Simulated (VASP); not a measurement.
A run of VASP 6.6.1:

Contents of INCAR:

```
ALGO = Normal
EDIFF = 1E-6
ENCUT = 520
GGA = PS
ISIF = 2
ISMEAR = 0
IVDW = 12
LASPH = True
LCHARG = True
LELF = True
LREAL = False
LVHAR = True
LWAVE = False
NBANDS = 28
NELM = 100
PREC = Accurate
SIGMA = 0.02
```

KPOINTS

```
k-points
0
Gamma
  8 6 8
```

Contents of POSCAR:

```
SnO
1.0
    3.2583280663      0.0000000000      0.0000000000
    0.0000000000      5.4797978286      0.0000000000
    0.0000000000      0.0000000000      3.4170761301
Sn O
2 2
Direct
    0.0000000000      0.2513840504      0.5604443524
    0.5000000000      0.7486159496      0.0604443524
    0.0000000000      0.8709323157      0.6895566476
    0.5000000000      0.1290676843      0.1895566476
```

Potentials or basis: VASP PAW PBE potentials, release 64 (Sn_d, O).

Command:

```bash
$ cat potpaw_PBE.64/Sn_d/POTCAR potpaw_PBE.64/O/POTCAR > POTCAR
$ mpirun -np 1 vasp_std > vasp.out
```

Hardware: 1 thread of Intel Xeon 6975P-C, on a shared host.

**Question.** Estimate the wall time of this run.

**Answer.** Run time: 110 s on 1 thread of Intel Xeon 6975P-C (shared host), peak memory 0.28 GiB. Counts: scf iterations 14, k points 100.
